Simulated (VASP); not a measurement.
Set up this calculation in VASP 6.6.1, as the native input.

```yaml
Task: single point
Functional: PBE
Potentials_or_basis: VASP PAW PBE potentials, release 64 (Hf_pv, O)
Cutoff: 520 eV
k_mesh: 9 × 9 × 9
Occupations: fermi-dirac, width 0.01 eV
Spin: no spin polarisation
Dipole_correction: no
Further_INCAR_settings: ALGO = Normal; EDIFF = 1e-06; NBANDS = 18
```

The structure of HfO2 lies in POSCAR:

```
HfO2
1.0
    0.0000000000      2.5659967402      2.5659967402
    2.5659967402      0.0000000000      2.5659967402
    2.5659967402      2.5659967402      0.0000000000
Hf O
1 2
Direct
    0.0000000000      0.0000000000      0.0000000000
    0.2500000000      0.2500000000      0.2500000000
    0.7500000000      0.7500000000      0.7500000000
```

This cell differs from its parent crystal: volume scaled by 1.01.

The input as run:

INCAR

```
SYSTEM = HfO2
  ALGO = Normal
  EDIFF = 1E-6
  ENCUT = 520
  GGA = PE
  ISIF = 2
  ISMEAR = -1
  LASPH = .True.
  LCHARG = .True.
  LELF = .True.
  LREAL = .False.
  LVHAR = .True.
  LWAVE = .False.
  NBANDS = 18
  NELM = 80
  PREC = Accurate
  SIGMA = 0.01
```

KPOINTS

```
k-points
0
Gamma
  9 9 9
  0 0 0
```

Potentials or basis: VASP PAW PBE potentials, release 64 (Hf_pv, O).

Command:

```console
$ cat potpaw_PBE.64/Hf_pv/POTCAR potpaw_PBE.64/O/POTCAR > POTCAR
$ mpirun -np 1 vasp_std > vasp.out
```

It gave:

```
Pressure               : -8.2 GPa
Band gap on the k mesh : 3.81 eV, indirect (least direct gap 3.92 eV)
```

Caveat: spin-orbit coupling is left out, which moves the levels of the heavy elements.

It took 12 s on 1 thread of Intel(R) Xeon(R) 6975P-C (Granite Rapids), on a shared host, peak memory 0.16 GiB.
